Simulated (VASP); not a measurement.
# Be2H3 (P1) in VASP: notebook

Runs on Be2H3. Level: PBE. Tasks: single point.

Program: VASP 6.6.1. These are calculated values, not measurements. Logs are shortened: lines on timing, memory, paths and dates and some standing lists are left out, and cuts for length are marked.

### Step 1. The cell of the first run

The typed cell holds 10 atoms: a = 4.062 Å, b = 4.078 Å, c = 5.893 Å, α = 108.47°, β = 91.65°, γ = 119.01°.

### Step 2. Single point, PBE

Contents of INCAR:

```
SYSTEM = Be2H3
  PREC = Accurate
  ENCUT = 520
  EDIFF = 1E-6
  ISMEAR = 0
  SIGMA = 0.02
  LREAL = .FALSE.
  LASPH = .TRUE.
  NELM = 80
  ALGO = Normal
  ISIF = 2
  LWAVE = .FALSE.
  LCHARG = .FALSE.
  GGA = PE
  NBANDS = 18
```

Contents of KPOINTS:

```
Automatic mesh
0
G
  8 8 6
  0 0 0
```

Contents of POSCAR:

```
Be2H3
1.0
    4.0615940815     -0.0004543736      0.0002265892
   -1.9771287094      3.5670312244      0.0003666978
   -0.1699876370     -2.2286300438      5.4521667834
Be H
4 6
Direct
    0.4057433489      0.5685870662      0.8417367438
    0.2914221257      0.8159423749      0.2041199272
    0.5591465743      0.4547153087      0.1394995706
    0.7093503922      0.1000597880      0.6764019597
    0.4930679774      0.2500789052      0.8355242171
    0.7345583999      0.8215436603      0.7621877058
    0.0746502288      0.3948051899      0.6550375130
    0.5319779657      0.8706131952      0.4158480115
    0.2739101336      0.1619482780      0.2177242779
    0.9261728535      0.5617062335      0.2519200735
```

Potentials or basis: VASP PAW PBE potentials, release 64 (Be, H).

The run is started by

```console
> cat potpaw_PBE.64/Be/POTCAR potpaw_PBE.64/H/POTCAR > POTCAR
> mpirun -np 1 vasp_std > vasp.out
```

OUTCAR:

```text
SYSTEM = Be2H3
   PREC = Accurate
   ENCUT = 520
   EDIFF = 1E-6
   ISMEAR = 0
   LREAL = .FALSE.
   LASPH = .TRUE.
   NELM = 80
   ISIF = 2
   GGA = PE

 ion  position               nearest neighbor table
   1  0.406  0.569  0.842-   7 1.42   6 1.44   5 1.49   3 2.10   2 2.22
   2  0.291  0.816  0.204-   9 1.42  10 1.44   8 1.45   3 2.17   1 2.22
   3  0.559  0.455  0.139-  10 1.41   9 1.42   1 2.10   2 2.17
   4  0.709  0.100  0.676-   6 1.42   7 1.43   8 1.46   5 1.49
   5  0.493  0.250  0.836-   4 1.49   1 1.49
   6  0.735  0.822  0.762-   4 1.42   1 1.44
   7  0.075  0.395  0.655-   1 1.42   4 1.43
   8  0.532  0.871  0.416-   2 1.45   4 1.46
   9  0.274  0.162  0.218-   3 1.42   2 1.42
  10  0.926  0.562  0.252-   3 1.41   2 1.44

  LATTYP: Found a triclinic cell.
 ALAT       =     4.0783268412
 B/A-ratio  =     1.0129244560
 C/A-ratio  =     1.4738770445
 COS(alpha) =     0.0121279954
 COS(beta)  =     0.3679943073
 COS(gamma) =     0.5105044097

  Lattice vectors:

 A1 = (   1.9771287094,  -3.5670312244,  -0.0003666978)
 A2 = (  -2.0844653721,  -3.5665768508,  -0.0005932870)
 A3 = (   2.1471163464,  -1.3384011806,  -5.4525334812)

Analysis of symmetry for initial positions (statically):
=====================================================================
 Subroutine PRICEL returns:
 Original cell was already a primitive cell.

 Routine SETGRP: Setting up the symmetry group for a
 triclinic supercell.

 Subroutine GETGRP returns: Found  1 space group operations
 (whereof  1 operations were pure point group operations)
 out of a pool of  2 trial point group operations.

The static configuration has the point symmetry C_1 .

Analysis of symmetry for dynamics (positions and initial velocities):
=====================================================================
 Subroutine PRICEL returns:
 Original cell was already a primitive cell.

 Routine SETGRP: Setting up the symmetry group for a
 triclinic supercell.

 Subroutine GETGRP returns: Found  1 space group operations
 (whereof  1 operations were pure point group operations)
 out of a pool of  2 trial point group operations.

The dynamic configuration has the point symmetry C_1 .

 Subroutine INISYM returns: Found  1 space group operations
 (whereof  1 operations are pure point group operations),
 and found     1 'primitive' translations

[... 114 lines left out ...]
   IBRION =     -1    ionic relax: 0-MD 1-quasi-New 2-CG
   NFREE  =      0    steps in history (QN), initial steepest desc. (CG)
   ISIF   =      2    stress and relaxation
   ISYM   =      2    0-nonsym 1-usesym 2-fastsym
   POTIM  = 0.5000    time-step for ionic-motion
   TEBEG  =    0.0;   TEEND  =   0.0 temperature during run
   PSTRESS=    0.0 pullay stress
   NELECT =      14.0000    total number of electrons
   NUPDOWN=      -1.0000    fix difference up-down
   EMIN   =  10.00;   EMAX   =-10.00  energy-range for DOS
   EFERMI =   0.00;   METHOD = LEGACY
   ISMEAR =     0;   SIGMA  =   0.02  broadening in eV -4-tet -1-fermi 0-gaus
   EFERMI_NEDOS =   21; number of points for ismear=-14 and -15
   IALGO  =     38    algorithm
   IMIX   =      4    mixing-type and parameters
     AMIX     =   0.40;   BMIX     =  1.00
     AMIX_MAG =   1.60;   BMIX_MAG =  1.00
  volume/ion in A,a.u.               =       7.90        53.30
  Fermi-wavevector in a.u.,A,eV,Ry     =   0.919590  1.737773 11.505704  0.845645
  Thomas-Fermi vector in A             =   2.044801
   LORBIT       =      0    0 simple, 1 ext, 2 COOP (PROOUT), +10 PAW based schemes
   GGA     = PE    functional components
   LHFCALC =     F    Hartree Fock is set to
   AEXX    =    0.0000 exact exchange contribution
   IVDW    =     0    specifies the selected vdW correction
   LEPSILON=     F    determine dielectric tensor
   LRPA    =     F    only Hartree local field effects (RPA)
 non-spin polarized calculation
 Gauss-broadening in eV      SIGMA  =   0.02
  energy-cutoff  :      520.00
  volume of cell :       78.99
 maximum number of plane-waves:      2147
   NGX = 15   NGY = 15   NGZ = 21

 number of electron      14.0000001 magnetization

 Free energy of the ion-electron system (eV)
  ---------------------------------------------------
  ext. energy  EPLUGINS =         0.00000000
  ---------------------------------------------------
  free energy    TOTEN  =       -34.61628274 eV

  energy without entropy =      -34.61628274  energy(sigma->0) =      -34.61628274

 E-fermi :   1.2433     XC(G=0):  -8.4308

 val. band max:        1.1167536500   @ k =   0.0000   0.0000   0.5000
 cond. band min:       3.1081402577   @ k =   0.3750  -0.0000   0.1667
 fundamental gap:      1.9913866078
 Fermi energy:         1.2432606670

 k-point     1 :       0.0000    0.0000    0.0000
  band No.  band energies     occupation
      1      -8.3628      2.00000
      2      -5.5136      2.00000
      3      -4.0447      2.00000
      4      -2.0454      2.00000
      5      -1.8479      2.00000
      6      -1.4453      2.00000
[... 481 lines left out ...]
      5      -3.7329      2.00000
      6      -2.4224      2.00000
[... 10 lines left out ...]
     17      11.2933      0.00000
     18      11.9012      0.00000

 [... further k-points ...]
[... 5 lines left out ...]
  --------------------------------------------------------------------------------------
  -------------------------------------------------------------------------------------
  Total       -0.0215175     -0.0272104     -0.0179069      0.0036007     -0.0103658      0.0171921
  in kB       -0.4364484     -0.5519188     -0.3632121      0.0730335     -0.2102527      0.3487149
  external PRESSURE =      -0.4505264 kB  Pullay stress =       0.0000000 kB

 VOLUME and BASIS-vectors are now :
 -----------------------------------------------------------------------------
  energy-cutoff  :      520.00
  volume of cell :       78.99
      direct lattice vectors                 reciprocal lattice vectors
     4.061594082 -0.000454374  0.000226589     0.246220476  0.136468192  0.063459458
    -1.977128709  3.567031224  0.000366698     0.000024970  0.280347236  0.114595636
    -0.169987637 -2.228630044  5.452166783    -0.000010234 -0.000024527  0.183402973

 POSITION                                       TOTAL-FORCE (eV/Angst)
 -----------------------------------------------------------------------------------
      0.38071      0.15206      4.58959        -0.004647      0.003747      0.008396
     -0.46428      2.45545      1.11326         0.000514      0.003464     -0.011335
      1.34828      1.31084      0.76087         0.001975      0.004005      0.002221
      2.56828     -1.15086      3.68805        -0.000250     -0.001430      0.008203
      1.36618     -0.97026      4.55562         0.004362     -0.006769     -0.005834
      1.22962      1.23150      4.15604         0.007387      0.002885     -0.001921
     -0.58873     -0.05159      3.57154        -0.004711      0.003804     -0.009392
      0.36868      2.17849      2.26771         0.001951     -0.001006      0.002251
      0.75531      0.09232      1.18719        -0.008419     -0.003256      0.001905
      2.60835      1.44177      1.37393         0.001838     -0.005442      0.005505
 -----------------------------------------------------------------------------------
    total drift:                               -0.000193      0.000338     -0.000167

  FREE ENERGIE OF THE ION-ELECTRON SYSTEM (eV)
  ---------------------------------------------------
  free  energy   TOTEN  =       -34.6162827369 eV

  energy  without entropy=      -34.6162827369  energy(sigma->0) =      -34.61628274
```

stdout:

```text
POSCAR found type information on POSCAR BeH
 POSCAR found :  2 types and      10 ions
 scaLAPACK will be used
 LDA part: xc-table for (Slater+PW92), standard interpolation
 POSCAR, INCAR and KPOINTS ok, starting setup
 FFT: planning ... GRIDC
 FFT: planning ... GRID_SOFT
 FFT: planning ... GRID
 WAVECAR not read
 entering main loop
```

It took 1.9 min on 1 thread of Intel Xeon 6975P-C (Granite Rapids), shared host; peak memory 0.33 GiB.

What came out:

| Quantity | Value |
| --- | --- |
| Free energy | -34.6163 eV |
| Pressure | 0.0 GPa |
| Largest force | 0.012 eV/Å |
| Band gap on the k mesh | 1.99 eV (least direct gap 2.31 eV) |

Forces in eV/Å, atoms in the order of the input:
```
Be  -0.005  0.004  0.008
Be   0.001  0.003 -0.011
Be   0.002  0.004  0.002
Be   0.000 -0.001  0.008
H    0.004 -0.007 -0.006
H    0.007  0.003 -0.002
H   -0.005  0.004 -0.009
H    0.002 -0.001  0.002
H   -0.008 -0.003  0.002
H    0.002 -0.005  0.006
```

Levels at points of the mesh, in eV from the valence-band top:
```
           k point  band 4  band 5  band 6  band 7  band 8  band 9  band 10  band 11
(0.00, 0.00, 0.00)   -3.16   -2.96   -2.56   -0.82    2.78    3.51     4.56     4.88
(0.50, 0.00, 0.00)   -4.68   -4.10   -3.58   -1.10    2.04    2.70     3.55     6.01
(0.00, 0.50, 0.00)   -5.30   -4.29   -3.48   -0.77    3.14    4.00     4.99     5.63
(0.50, 0.50, 0.00)   -4.89   -3.93   -3.60   -1.40    2.00    2.71     3.23     6.33
(0.00, 0.00, 0.50)   -3.25   -3.00   -2.58    0.00    2.49    3.25     3.92     4.93
(0.50, 0.00, 0.50)   -5.35   -4.04   -3.73   -0.45    2.20    3.52     4.97     5.70
(0.00, 0.50, 0.50)   -4.91   -4.44   -3.64   -1.37    3.35    3.60     4.29     6.31
(0.50, 0.50, 0.50)   -5.08   -3.99   -3.41   -1.16    3.00    3.66     4.28     5.22
```

### Step 3. Single point, PBE

Contents of INCAR:

```
SYSTEM = Be2H3
  ALGO = Normal
  EDIFF = 1E-7
  ENCUT = 520
  GGA = PE
  ISIF = 2
  ISMEAR = 0
  LASPH = .True.
  LCHARG = .True.
  LELF = .True.
  LREAL = .False.
  LVHAR = .True.
  LWAVE = .False.
  NBANDS = 18
  NELM = 60
  PREC = Accurate
  SIGMA = 0.1
```

Contents of KPOINTS:

```
k-points
0
Gamma
  8 8 8
  0 0 0
```

Contents of POSCAR:

```
Be2H3
1.0
   -2.0758491260      3.5728369709      0.0164356938
   -4.0221592622      0.0749835178     -0.6722888563
   -1.1398754702      1.7650950400      5.5466790474
Be H
4 6
Direct
    0.5638194372      1.1630080640      0.8416858207
    1.0874007077      0.5244614908      0.2042692675
    0.4197189891     -0.1043545605      0.1394693622
    0.0328281652      0.3907928249      0.6763391162
    0.6574226832      0.7573053179      0.8356280928
   -0.0279855380      1.0870663808      0.7622222507
    0.4195618387      0.3200604254      0.6549877719
    0.1162740146      0.3381779231      0.4157950034
    1.0564976781     -0.1120512228      0.2178059669
    0.6744620242      0.6355333562      0.2517973479
```

Potentials or basis: VASP PAW PBE potentials, release 64 (Be, H).

The run is started by

```console
> cat potpaw_PBE.64/Be/POTCAR potpaw_PBE.64/H/POTCAR > POTCAR
> mpirun -np 1 vasp_std > vasp.out
```

It took 2.6 min on 1 thread of AMD EPYC 9R45 (Zen 5), shared host; peak memory 0.37 GiB.

The run converged. Its results:

- Free energy: -34.6162 eV
- Pressure: 0.0 GPa
- Largest force: 0.018 eV/Å
- Band gap on the k mesh: 2.00 eV (least direct gap 2.24 eV)

Forces in eV/Å, atoms in the order of the input:
```
Be  -0.007 -0.002  0.014
Be  -0.005  0.000 -0.018
Be  -0.002  0.006  0.003
Be   0.002 -0.001  0.015
H    0.016  0.004 -0.008
H   -0.006  0.012 -0.005
H   -0.003 -0.007 -0.014
H    0.000  0.001  0.002
H    0.003 -0.012  0.003
H    0.004  0.000  0.007
```

Levels at points of the mesh, in eV from the valence-band top:
```csv
k point,band 3,band 4,band 5,band 6,band 7,band 8,band 9,band 10,band 11,band 12
"(0.00, 0.00, 0.00)",-5.17,-3.17,-2.97,-2.56,-0.82,2.78,3.51,4.56,4.88,5.75
"(0.50, 0.00, 0.00)",-5.62,-5.35,-4.05,-3.74,-0.45,2.19,3.51,4.97,5.70,6.09
"(0.00, 0.50, 0.00)",-5.37,-4.90,-3.94,-3.60,-1.40,2.00,2.71,3.23,6.33,7.56
"(0.50, 0.50, 0.00)",-5.73,-4.91,-4.44,-3.64,-1.37,3.35,3.60,4.29,6.31,7.56
"(0.00, 0.00, 0.50)",-3.84,-3.26,-3.01,-2.59,0.00,2.49,3.24,3.92,4.93,5.65
"(0.50, 0.00, 0.50)",-5.90,-4.68,-4.10,-3.58,-1.10,2.04,2.70,3.55,6.01,7.74
"(0.00, 0.50, 0.50)",-6.28,-5.08,-4.00,-3.41,-1.16,3.01,3.65,4.27,5.22,5.73
"(0.50, 0.50, 0.50)",-5.97,-5.30,-4.29,-3.48,-0.77,3.13,4.00,4.99,5.63,6.74
```

A k mesh can miss the band edges.
